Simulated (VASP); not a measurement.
# Ta2H (P-4m2) in VASP: vibrations by perturbation theory with PBEsol

Aim: the vibrations by perturbation theory of Ta2H with PBEsol.

All numbers are computed with VASP 6.6.1; they aren't measurements. Logs are shortened: lines on timing, memory, paths and dates and some standing lists are left out, and cuts for length are marked.

## (1) The cell of the first run

The structure is tetragonal, space group P-4m2 (No. 115). Conventional cell: a = 3.349 Å, b = 3.349 Å, c = 3.385 Å, α = 90.00°, β = 90.00°, γ = 90.00°. Within 2.5 Å of H (site symmetry -4m2) lie 4 Ta at 1.89 Å. Within 2.5 Å of Ta (site symmetry 2mm) lie 2 H at 1.89 Å.

## (2) Vibrations by perturbation theory, PBEsol

Input file INCAR:

```
ALGO = Normal ; EDIFF = 1E-8
ENCUT = 520 ; GGA = PS
IBRION = 8 ; ISIF = 2
ISMEAR = 1 ; LASPH = T
LCHARG = F ; LREAL = F
LWAVE = F ; NBANDS = 18
NELM = 100 ; NSW = 1
PREC = Accurate ; SIGMA = 0.2
```

Input file KPOINTS:

```
k-points
0
Gamma
  10 10 10
```

Input file POSCAR:

```
Ta2H
1.0
    3.3491641110      0.0000000000      0.0000000000
    0.0000000000      3.3491641110      0.0000000000
    0.0000000000      0.0000000000      3.3847937764
H Ta
1 2
Direct
    0.0000000000      0.0000000000      0.0000000000
    0.5000000000      0.0000000000      0.7405118303
    0.0000000000      0.5000000000      0.2594881697
```

Potentials or basis: VASP PAW PBE potentials, release 64 (H, Ta_pv).

Run with:

```bash
$ cat potpaw_PBE.64/H/POTCAR potpaw_PBE.64/Ta_pv/POTCAR > POTCAR
$ mpirun -np 1 vasp_std > vasp.out
```

OUTCAR:

```text
EDIFF = 1E-8
   ENCUT = 520
   GGA = PS
   IBRION = 8
   ISIF = 2
   ISMEAR = 1
   LASPH = T
   LREAL = F
   NELM = 100
   NSW = 1
   PREC = Accurate

 ion  position               nearest neighbor table
   1  0.000  0.000  0.000-   2 1.89   3 1.89   3 1.89   2 1.89
   2  0.500  0.000  0.741-   1 1.89   1 1.89   3 2.87   3 2.87   3 2.87   3 2.87   3 2.95   3 2.95
                             3 2.95   3 2.95
   3  0.000  0.500  0.259-   1 1.89   1 1.89   2 2.87   2 2.87   2 2.87   2 2.87   2 2.95   2 2.95
                             2 2.95   2 2.95

  LATTYP: Found a simple tetragonal cell.
 ALAT       =     3.3491641110
 C/A-ratio  =     1.0106383755

  Lattice vectors:

 A1 = (   3.3491641110,   0.0000000000,   0.0000000000)
 A2 = (   0.0000000000,   3.3491641110,   0.0000000000)
 A3 = (   0.0000000000,   0.0000000000,   3.3847937764)

Analysis of symmetry for initial positions (statically):
=====================================================================
 Subroutine PRICEL returns:
 Original cell was already a primitive cell.

 Routine SETGRP: Setting up the symmetry group for a
 simple tetragonal supercell.

 Subroutine GETGRP returns: Found  8 space group operations
 (whereof  8 operations were pure point group operations)
 out of a pool of 16 trial point group operations.

The static configuration has the point symmetry D_2d.

Analysis of symmetry for dynamics (positions and initial velocities):
=====================================================================
 Subroutine PRICEL returns:
 Original cell was already a primitive cell.

 Routine SETGRP: Setting up the symmetry group for a
 simple tetragonal supercell.

 Subroutine GETGRP returns: Found  8 space group operations
 (whereof  8 operations were pure point group operations)
 out of a pool of 16 trial point group operations.

The dynamic configuration has the point symmetry D_2d.

 Subroutine INISYM returns: Found  8 space group operations
 (whereof  8 operations are pure point group operations),
 and found     1 'primitive' translations

----------------------------------------------------------------------------------------

                                     Primitive cell

  volume of cell :      37.9669

  direct lattice vectors                    reciprocal lattice vectors
     3.349164111  0.000000000  0.000000000     0.298581965  0.000000000  0.000000000
     0.000000000  3.349164111  0.000000000     0.000000000  0.298581965  0.000000000
     0.000000000  0.000000000  3.384793776     0.000000000  0.000000000  0.295438974

  length of vectors
     3.349164111  3.349164111  3.384793776     0.298581965  0.298581965  0.295438974

  position of ions in fractional coordinates (direct lattice)
     0.000000000  0.000000000  0.000000000
     0.500000000  0.000000000  0.740511830
     0.000000000  0.500000000  0.259488170

  ion indices of the primitive-cell ions
   primitive index   ion index
                 1           1
                 2           2
                 3           3

----------------------------------------------------------------------------------------

 KPOINTS: k-points

Automatic generation of k-mesh.
 Grid dimensions read from file:
 generate k-points for:   10   10   10
[... 111 lines left out ...]
  free energy    TOTEN  =       -28.85182615 eV

  energy without entropy =      -28.85229462  energy(sigma->0) =      -28.85198231

 E-fermi :   5.3876     XC(G=0): -12.7099

 val. band max:        5.3773501480   @ k =   0.2000   0.0000   0.1000
 cond. band min:       5.4017474725   @ k =   0.4000   0.0000   0.0000
 fundamental gap:      0.0243973246
 Fermi energy:         5.3875819907

 k-point     1 :       0.0000    0.0000    0.0000
  band No.  band energies     occupation
      1     -28.6263      2.00000
      2     -28.6242      2.00000
      3     -28.6242      2.00000
      4     -27.8917      2.00000
      5     -27.8917      2.00000
      6     -27.8844      2.00000
[... 481 lines left out ...]
      5     -27.9668      2.00000
      6     -27.9100      2.00000
[... 10 lines left out ...]
     17      11.3837      0.00000
     18      11.5030      0.00000

 [... further k-points ...]

------------------------ aborting loop because EDIFF is reached ----------------------------------------

  FORCE on cell =-STRESS in cart. coord.  units (eV):
  Direction    XX          YY          ZZ          XY          YZ          ZX
  --------------------------------------------------------------------------------------
  -------------------------------------------------------------------------------------
  Total        0.0417230      0.0417230      0.0309845      0.0000000      0.0000000     -0.0000000
  in kB        1.7606828      1.7606828      1.3075256      0.0000000      0.0000000     -0.0000000
  external PRESSURE =       1.6096304 kB  Pullay stress =       0.0000000 kB

 VOLUME and BASIS-vectors are now :
 -----------------------------------------------------------------------------
  energy-cutoff  :      520.00
  volume of cell :       37.97
      direct lattice vectors                 reciprocal lattice vectors
     3.349164111  0.000000000  0.000000000     0.298581965  0.000000000  0.000000000
     0.000000000  3.349164111  0.000000000     0.000000000  0.298581965  0.000000000
     0.000000000  0.000000000  3.384793776     0.000000000  0.000000000  0.295438974

 POSITION                                       TOTAL-FORCE (eV/Angst)
 -----------------------------------------------------------------------------------
      0.00000      0.00000      0.00000         0.000000     -0.000000      0.000000
      1.67458      0.00000      2.50648        -0.000000      0.000000     -0.016034
      0.00000      1.67458      0.87831        -0.000000      0.000000      0.016034
 -----------------------------------------------------------------------------------
    total drift:                                0.000000      0.000000      0.000000

  FREE ENERGIE OF THE ION-ELECTRON SYSTEM (eV)
  ---------------------------------------------------
  free  energy   TOTEN  =       -28.8518261511 eV

  energy  without entropy=      -28.8522946153  energy(sigma->0) =      -28.85198231

[... ionic steps 2 to 3 ...]

--------------------------------------- Ionic step        4  -------------------------------------------

------------------------ aborting loop because EDIFF is reached ----------------------------------------

[... ionic steps 5 to 5 ...]

--------------------------------------- Ionic step        6  -------------------------------------------

------------------------ aborting loop because EDIFF is reached ----------------------------------------

--------------------------------------- Ionic step        7  -------------------------------------------
[... 5 lines left out ...]
------------------------ aborting loop because EDIFF is reached ----------------------------------------

--------------------------------------- Ionic step        9  -------------------------------------------

 Free energy of the ion-electron system (eV)
  ---------------------------------------------------
  ---------------------------------------------------
  free energy    TOTEN  =        -0.17921110 eV

  energy without entropy =       -0.17921892

------------------------ aborting loop because EDIFF is reached ----------------------------------------

 INTERNAL STRAIN TENSOR  FOR ION    2  DIRECTION 3   (eV/Angst):
 -----------------------------------------------------------------------------
     5.90465  0.00000  0.00000
     0.00000 -1.72060  0.00000
     0.00000  0.00000 -2.19111

 INTERNAL STRAIN TENSOR FOR ION    3 for displacements in x,y,z  (eV/Angst):
          X           Y           Z          XY          YZ          ZX
  --------------------------------------------------------------------------------
  x     0.00000     0.00000     0.00000     0.00000     0.00000     2.54932
  y     0.00000     0.00000     0.00000     0.00000    -2.45181     0.00000
  z     1.72060    -5.90465     2.19111     0.00000     0.00000     0.00000

 SECOND DERIVATIVES (NOT SYMMETRIZED)
 ------------------------------------
               1X          1Y          1Z          2X          2Y          2Z          3X          3Y          3Z
  1X    -7.945707    0.000000    0.000000    8.003986    0.000000    0.000000   -0.058279    0.000000    0.000000
  1Y     0.000000   -7.945707    0.000000    0.000000   -0.058279    0.000000    0.000000    8.003986    0.000000
  1Z     0.000000    0.000000   -4.850091    0.000000    0.000000    2.425045    0.000000    0.000000    2.425045
  2X     7.963743    0.000000    0.000000  -16.902215    0.000000    0.000000    8.938472    0.000000    0.000000
  2Y     0.000000   -0.060697    0.000000    0.000000   -8.873978    0.000000    0.000000    8.934675    0.000000
  2Z     0.000000    0.000000    2.423529    0.000000    0.000000  -12.893367    0.000000    0.000000   10.469838
  3X    -0.060697    0.000000    0.000000    8.934675    0.000000    0.000000   -8.873978    0.000000    0.000000
  3Y     0.000000    7.963743    0.000000    0.000000    8.938472    0.000000    0.000000  -16.902215    0.000000
  3Z     0.000000    0.000000    2.423529    0.000000    0.000000   10.469838    0.000000    0.000000  -12.893367

 Eigenvectors and eigenvalues of the dynamical matrix
 ----------------------------------------------------

   1 f  =   44.190906 THz   277.659652 2PiTHz 1474.049960 cm-1   182.758820 meV
             X         Y         Z           dx          dy          dz
      0.000000  0.000000  0.000000     0.001298   -0.997186    0.000000
      1.674582  0.000000  2.506480    -0.000098   -0.001021   -0.000000
      0.000000  1.674582  0.878314     0.000001    0.074953   -0.000000
[... 43 lines left out ...]
   9 f/i=    0.006274 THz     0.039420 2PiTHz    0.209275 cm-1     0.025947 meV
             X         Y         Z           dx          dy          dz
      0.000000  0.000000  0.000000    -0.049660    0.016545   -0.000000
      1.674582  0.000000  2.506480    -0.669812    0.223240   -0.000000
      0.000000  1.674582  0.878314    -0.670057    0.223159   -0.000000

--------------------------------------------------------------------------------------------------------

 ELASTIC MODULI CONTR FROM IONIC RELAXATION (kBar)
 Direction    XX          YY          ZZ          XY          YZ          ZX
 --------------------------------------------------------------------------------
 XX        -539.4690    507.8486     16.5590      0.0000     -0.0000      0.0000
 YY         507.8486   -539.4690     16.5590      0.0000      0.0000     -0.0000
 ZZ          16.5590     16.5590    -17.3433      0.0000      0.0000     -0.0000
 XY           0.0000      0.0000      0.0000      0.0000      0.0000      0.0000
 YZ          -0.0000      0.0000      0.0000      0.0000   -297.1929      0.0000
 ZX           0.0000     -0.0000     -0.0000      0.0000      0.0000   -304.1235
 --------------------------------------------------------------------------------
```

Run time: 28 min. Hardware: 1 thread of Oxide Virtual Turin-like, shared host; peak memory 0.49 GiB.

Results:

* Highest phonon frequency at Γ: 1474 cm⁻¹

Phonon frequencies in cm⁻¹ (negative: imaginary):
| q point | frequencies |
| --- | --- |
| (0.000, 0.000, 0.000) | 0 0 0 163 163 187 1150 1474 1474 |

Caveat: the PAW data sets were made with another functional, which shifts forces and pressure a little; spin-orbit coupling is left out, which moves the levels of the heavy elements.
